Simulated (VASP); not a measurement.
# KZnF3 (Pm-3m) in VASP: further runs, part 2 of 2

VASP 6.6.1.

### Step 3. Single point, r2SCAN

Contents of POSCAR:

```
KZnF3
1.0
    4.0461640901      0.0000000000      0.0000000000
    0.0000000000      4.0461640901      0.0000000000
    0.0000000000      0.0000000000      4.0461640901
K Zn F
1 1 3
Direct
    0.0000000000      0.0000000000      0.0000000000
    0.5000000000      0.5000000000      0.5000000000
    0.5000000000      0.5000000000      0.0000000000
    0.0000000000      0.5000000000      0.5000000000
    0.5000000000      0.0000000000      0.5000000000
```

Contents of INCAR.step1:

```
ALGO = Normal
EDIFF = 1E-4
ENCUT = 520
GGA = PE
ISMEAR = 0
LASPH = T
LCHARG = F
LREAL = F
LWAVE = T
NBANDS = 29
NELM = 100
PREC = Accurate
SIGMA = 0.01
```

Contents of INCAR.step2:

```
ALGO = Normal
EDIFF = 1E-6
ENCUT = 520
ISIF = 2
ISMEAR = 0
ISTART = 1
LASPH = T
LCHARG = F
LMIXTAU = T
LREAL = F
LWAVE = F
METAGGA = R2SCAN
NBANDS = 29
NELM = 100
PREC = Accurate
SIGMA = 0.01
```

Contents of KPOINTS:

```
k-points
0
Gamma
  6 6 6
```

Potentials or basis: VASP PAW PBE potentials, release 64 (K_sv, Zn, F).

Command:

```console
$ cat potpaw_PBE.64/K_sv/POTCAR potpaw_PBE.64/Zn/POTCAR potpaw_PBE.64/F/POTCAR > POTCAR
$ cp INCAR.step1 INCAR
$ mpirun -np 1 vasp_std > vasp.out
$ cp INCAR.step2 INCAR
$ mpirun -np 1 vasp_std > vasp.out
```

OUTCAR:

```text
EDIFF = 1E-6
   ENCUT = 520
   ISIF = 2
   ISMEAR = 0
   ISTART = 1
   LASPH = T
   LREAL = F
   METAGGA = R2SCAN
   NELM = 100
   PREC = Accurate

 ion  position               nearest neighbor table
   1  0.000  0.000  0.000-
   2  0.500  0.500  0.500-   3 2.02   4 2.02   5 2.02   3 2.02   5 2.02   4 2.02
   3  0.500  0.500  0.000-   2 2.02   2 2.02
   4  0.000  0.500  0.500-   2 2.02   2 2.02
   5  0.500  0.000  0.500-   2 2.02   2 2.02

  LATTYP: Found a simple cubic cell.
 ALAT       =     4.0461640901

  Lattice vectors:

 A1 = (   4.0461640901,   0.0000000000,   0.0000000000)
 A2 = (   0.0000000000,   4.0461640901,   0.0000000000)
 A3 = (   0.0000000000,   0.0000000000,   4.0461640901)

Analysis of symmetry for initial positions (statically):
=====================================================================
 Subroutine PRICEL returns:
 Original cell was already a primitive cell.

 Routine SETGRP: Setting up the symmetry group for a
 simple cubic supercell.

 Subroutine GETGRP returns: Found 48 space group operations
 (whereof 48 operations were pure point group operations)
 out of a pool of 48 trial point group operations.

The static configuration has the point symmetry O_h .

Analysis of symmetry for dynamics (positions and initial velocities):
=====================================================================
 Subroutine PRICEL returns:
 Original cell was already a primitive cell.

 Routine SETGRP: Setting up the symmetry group for a
 simple cubic supercell.

 Subroutine GETGRP returns: Found 48 space group operations
 (whereof 48 operations were pure point group operations)
 out of a pool of 48 trial point group operations.

The dynamic configuration has the point symmetry O_h .

 Subroutine INISYM returns: Found 48 space group operations
 (whereof 48 operations are pure point group operations),
 and found     1 'primitive' translations

----------------------------------------------------------------------------------------

                                     Primitive cell

  volume of cell :      66.2415

  direct lattice vectors                    reciprocal lattice vectors
     4.046164090  0.000000000  0.000000000     0.247147663  0.000000000  0.000000000
     0.000000000  4.046164090  0.000000000     0.000000000  0.247147663  0.000000000
     0.000000000  0.000000000  4.046164090     0.000000000  0.000000000  0.247147663

  length of vectors
     4.046164090  4.046164090  4.046164090     0.247147663  0.247147663  0.247147663

  position of ions in fractional coordinates (direct lattice)
     0.000000000  0.000000000  0.000000000
     0.500000000  0.500000000  0.500000000
     0.500000000  0.500000000  0.000000000
     0.000000000  0.500000000  0.500000000
     0.500000000  0.000000000  0.500000000

  ion indices of the primitive-cell ions
   primitive index   ion index
                 1           1
                 2           2
                 3           3
                 4           4
                 5           5

----------------------------------------------------------------------------------------

 KPOINTS: k-points

Automatic generation of k-mesh.
 Grid dimensions read from file:
 generate k-points for:    6    6    6

 Generating k-lattice:

  Cartesian coordinates                     Fractional coordinates (reciprocal lattice)
     0.041191277  0.000000000  0.000000000     0.166666667  0.000000000  0.000000000
     0.000000000  0.041191277  0.000000000     0.000000000  0.166666667  0.000000000
     0.000000000  0.000000000  0.041191277     0.000000000  0.000000000  0.166666667

  Length of vectors
     0.041191277  0.041191277  0.041191277

  Shift w.r.t. Gamma in fractional coordinates (k-lattice)
     0.000000000  0.000000000  0.000000000

 Subroutine IBZKPT returns following result:
 ===========================================

 Found     20 irreducible k-points:

 Following reciprocal coordinates:
            Coordinates               Weight
  0.000000  0.000000  0.000000      1.000000
  0.166667  0.000000  0.000000      6.000000
  0.333333  0.000000  0.000000      6.000000
  0.500000  0.000000  0.000000      3.000000
  0.166667  0.166667  0.000000     12.000000
  0.333333  0.166667  0.000000     24.000000
[... 12 lines left out ...]
  0.500000  0.500000  0.333333      6.000000
  0.500000  0.500000  0.500000      1.000000
   k-points           NKPTS =     20   k-points in BZ     NKDIM =     20   number of bands    NBANDS=     29
   number of dos      NEDOS =    301   number of ions     NIONS =      5
   total plane-waves  NPLWV =  27000
   dimension x,y,z NGX =    30 NGY =   30 NGZ =   30
   dimension x,y,z NGXF=    60 NGYF=   60 NGZF=   60
   ions per type =               1   1   3
   NGX,Y,Z   is equivalent  to a cutoff of  12.33, 12.33, 12.33 a.u.
   NGXF,Y,Z  is equivalent  to a cutoff of  24.65, 24.65, 24.65 a.u.
 SYSTEM =  unknown system
   PREC   = accura    normal or accurate (medium, high low for compatibility)
   ISTART =      1    job   : 0-new  1-cont  2-samecut
   ICHARG =      0    charge: 1-file 2-atom 10-const
   ISPIN  =      1    spin polarized calculation?
   LNONCOLLINEAR =      F non collinear calculations
   LSORBIT =      F    spin-orbit coupling
   LASPH  =      T    aspherical Exc in radial PAW
   ENCUT  =  520.0 eV  38.22 Ry    6.18 a.u.   7.52  7.52  7.52*2*pi/ulx,y,z
   NELM   =    100;   NELMIN=  2; NELMDL=  0     # of ELM steps
   EDIFF  = 0.1E-05   stopping-criterion for ELM
   LREAL  =      F    real-space projection
   EDIFFG = 0.1E-04   stopping-criterion for IOM
   NSW    =      0    number of steps for IOM
   IBRION =     -1    ionic relax: 0-MD 1-quasi-New 2-CG
   NFREE  =      0    steps in history (QN), initial steepest desc. (CG)
   ISIF   =      2    stress and relaxation
   ISYM   =      2    0-nonsym 1-usesym 2-fastsym
   POTIM  = 0.5000    time-step for ionic-motion
   TEBEG  =    0.0;   TEEND  =   0.0 temperature during run
   PSTRESS=    0.0 pullay stress
   NELECT =      42.0000    total number of electrons
   NUPDOWN=      -1.0000    fix difference up-down
   EMIN   =  10.00;   EMAX   =-10.00  energy-range for DOS
   EFERMI =   0.00;   METHOD = LEGACY
   ISMEAR =     0;   SIGMA  =   0.01  broadening in eV -4-tet -1-fermi 0-gaus
   EFERMI_NEDOS =   21; number of points for ismear=-14 and -15
   IALGO  =     38    algorithm
   IMIX   =      4    mixing-type and parameters
     AMIX     =   0.40;   BMIX     =  1.00
     AMIX_MAG =   1.60;   BMIX_MAG =  1.00
  volume/ion in A,a.u.               =      13.25        89.40
  Fermi-wavevector in a.u.,A,eV,Ry     =   1.406418  2.657745 26.912484  1.978012
  Thomas-Fermi vector in A             =   2.528780
   LORBIT       =      0    0 simple, 1 ext, 2 COOP (PROOUT), +10 PAW based schemes
   METAGGA = R2SCAN    functional components
   LHFCALC =     F    Hartree Fock is set to
   AEXX    =    0.0000 exact exchange contribution
   IVDW    =     0    specifies the selected vdW correction
   LEPSILON=     F    determine dielectric tensor
   LRPA    =     F    only Hartree local field effects (RPA)
 non-spin polarized calculation
 Gauss-broadening in eV      SIGMA  =   0.01
  energy-cutoff  :      520.00
  volume of cell :       66.24
 maximum number of plane-waves:      1804
   NGX = 15   NGY = 15   NGZ = 15

 number of electron      41.9999980 magnetization

 Free energy of the ion-electron system (eV)
  ---------------------------------------------------
  ext. energy  EPLUGINS =         0.00000000
  ---------------------------------------------------
  free energy    TOTEN  =       -38.35587621 eV

  energy without entropy =      -38.35587621  energy(sigma->0) =      -38.35587621

 E-fermi :  -1.1291     XC(G=0): -10.4891

 val. band max:       -1.2077682370   @ k =   0.5000   0.5000   0.5000
 cond. band min:       3.3782486751   @ k =   0.0000   0.0000   0.0000
 fundamental gap:      4.5860169121
 Fermi energy:        -1.1290950275

 k-point     1 :       0.0000    0.0000    0.0000
  band No.  band energies     occupation
      1     -29.3994      2.00000
      2     -24.0785      2.00000
      3     -23.4777      2.00000
      4     -23.4777      2.00000
      5     -12.1209      2.00000
      6     -12.1209      2.00000
[... 629 lines left out ...]
     28      12.1077      0.00000
     29      13.1445      0.00000

------------------------ aborting loop because EDIFF is reached ----------------------------------------

  FORCE on cell =-STRESS in cart. coord.  units (eV):
  Direction    XX          YY          ZZ          XY          YZ          ZX
  --------------------------------------------------------------------------------------
  -------------------------------------------------------------------------------------
  Total        0.1187765      0.1187765      0.1187765     -0.0000000     -0.0000000      0.0000000
  in kB        2.8728343      2.8728343      2.8728343     -0.0000000     -0.0000000      0.0000000
  external PRESSURE =       2.8728343 kB  Pullay stress =       0.0000000 kB

 VOLUME and BASIS-vectors are now :
 -----------------------------------------------------------------------------
  energy-cutoff  :      520.00
  volume of cell :       66.24
      direct lattice vectors                 reciprocal lattice vectors
     4.046164090  0.000000000  0.000000000     0.247147663  0.000000000  0.000000000
     0.000000000  4.046164090  0.000000000     0.000000000  0.247147663  0.000000000
     0.000000000  0.000000000  4.046164090     0.000000000  0.000000000  0.247147663

 POSITION                                       TOTAL-FORCE (eV/Angst)
 -----------------------------------------------------------------------------------
      0.00000      0.00000      0.00000         0.000000      0.000000      0.000000
      2.02308      2.02308      2.02308         0.000000      0.000000      0.000000
      2.02308      2.02308      0.00000         0.000000      0.000000      0.000000
      0.00000      2.02308      2.02308         0.000000      0.000000      0.000000
      2.02308      0.00000      2.02308         0.000000      0.000000      0.000000
 -----------------------------------------------------------------------------------
    total drift:                                0.000000      0.000000     -0.000000

  FREE ENERGIE OF THE ION-ELECTRON SYSTEM (eV)
  ---------------------------------------------------
  free  energy   TOTEN  =       -38.3558762106 eV

  energy  without entropy=      -38.3558762106  energy(sigma->0) =      -38.35587621
```

Run time: 63 s. Hardware: 1 thread of Intel Xeon 6975P-C (Granite Rapids), shared host; peak memory 0.19 GiB.

Results:

```yaml
Free_energy: -38.3559 eV
Pressure: 0.3 GPa
Band_gap_on_the_k_mesh: 4.59 eV, indirect (least direct gap 6.59 eV)
```

Caveat: the PAW data sets were made with another functional, which shifts forces and pressure a little.

### Step 4. Relaxation of cell and atoms, PBE

This run uses another cell than the first one, of 13.29 Å³/atom, 1.003 times its volume.

Contents of INCAR:

```
PREC = Accurate ; ENCUT = 600
EDIFF = 1E-7 ; ISMEAR = -1
SIGMA = 0.02 ; LREAL = F
LASPH = T ; NELM = 80
ALGO = Normal ; ISIF = 3
LWAVE = F ; LCHARG = F
GGA = PE ; IBRION = 2
NSW = 80 ; EDIFFG = -0.005
```

Contents of KPOINTS:

```
Automatic mesh
0
Gamma
  6 6 6
```

Changes to POSCAR since step 3:

```diff
@@ -2,5 +2,5 @@
 1.0
-    4.0461640901      0.0000000000      0.0000000000
-    0.0000000000      4.0461640901      0.0000000000
-    0.0000000000      0.0000000000      4.0461640901
+    4.0500000000      0.0000000000      0.0000000000
+    0.0000000000      4.0500000000      0.0000000000
+    0.0000000000      0.0000000000      4.0500000000
 K Zn F
```

Command:

```console
$ cat potpaw_PBE.64/K_sv/POTCAR potpaw_PBE.64/Zn/POTCAR potpaw_PBE.64/F/POTCAR > POTCAR
$ mpirun -np 1 vasp_std > vasp.out
```

Wall time 44 s (1 thread of Intel Xeon 6975P-C (Granite Rapids), shared host); peak memory 0.2 GiB.

The run converged. Its results:

```yaml
Free_energy: -20.3292 eV
Relaxed_volume: 14.11 Å³/atom
Relaxed_cell: a = 4.132 Å, b = 4.132 Å, c = 4.132 Å, α = 90.00°, β = 90.00°, γ = 90.00°
Space_group_after_relaxing_to_0.05_Å: Pm-3m (No. 221)
Energy_gained_by_relaxing: 11.6 meV/atom
Ionic_steps: 3
Pressure_after_relaxing: 0.0 GPa
Band_gap_on_the_k_mesh: 3.64 eV, indirect (least direct gap 5.16 eV)
```

Step by step:
| step | energy change (eV) | largest force (eV/Å) | pressure (GPa) | volume (Å³) |
| --- | --- | --- | --- | --- |
| 1 | 0.0000 | 0.0000 | 4.78 | 66.43 |
| 2 | -0.0579 | 0.0000 | 0.21 | 70.32 |
| 3 | -0.0580 | 0.0000 | -0.01 | 70.53 |

Final structure:
```yaml
crystal:
  lattice:
    - [4.13158, 0.00000, 0.00000]
    - [0.00000, 4.13158, 0.00000]
    - [0.00000, 0.00000, 4.13158]
  atoms:
    - { symbol: K, position: [0.00000, 0.00000, 0.00000] }
    - { symbol: Zn, position: [0.50000, 0.50000, 0.50000] }
    - { symbol: F, position: [0.50000, 0.50000, 0.00000] }
    - { symbol: F, position: [0.00000, 0.50000, 0.50000] }
    - { symbol: F, position: [0.50000, 0.00000, 0.50000] }
```

Levels at points of the mesh, in eV from the valence-band top:
| k point | band 17 | band 18 | band 19 | band 20 | band 21 | band 22 | band 23 | band 24 | band 25 |
| --- | --- | --- | --- | --- | --- | --- | --- | --- | --- |
| (0.00, 0.00, 0.00) | -1.69 | -1.69 | -1.52 | -1.52 | -1.52 | 3.64 | 8.94 | 8.94 | 9.26 |
| (0.50, 0.00, 0.00) | -1.66 | -1.66 | -1.55 | -1.45 | -1.45 | 6.27 | 8.25 | 9.82 | 11.11 |
| (0.50, 0.50, 0.00) | -1.88 | -1.54 | -1.54 | -1.18 | 0.00 | 7.77 | 9.96 | 9.96 | 10.15 |
| (0.50, 0.50, 0.50) | -1.17 | -1.17 | -1.17 | 0.00 | 0.00 | 8.50 | 8.50 | 8.50 | 9.75 |

### Step 5. The runs side by side

```tsv
task	level	cell	cutoff (eV)	smearing	gap on the mesh (eV)	pressure (GPa)
single point	r2SCAN	a = 4.046 Å, 5 atoms	520	fermi-dirac 0.02 eV	4.59	0.3
single point	r2SCAN	a = 4.046 Å, 5 atoms	520	gaussian 0.01 eV	4.59	0.3
relaxation of cell and atoms	PBE	relaxed from a = 4.050 Å, 5 atoms	600	fermi-dirac 0.02 eV	3.64	0.0
```

Alike in all rows: potentials or basis VASP PAW PBE potentials, release 64 (K_sv, Zn, F); no spin polarisation; k mesh 6 × 6 × 6.

Caveats: the PAW data sets were made with another functional, which shifts forces and pressure a little (some runs).

Absolute energies hang on the potentials; compare differences alone.
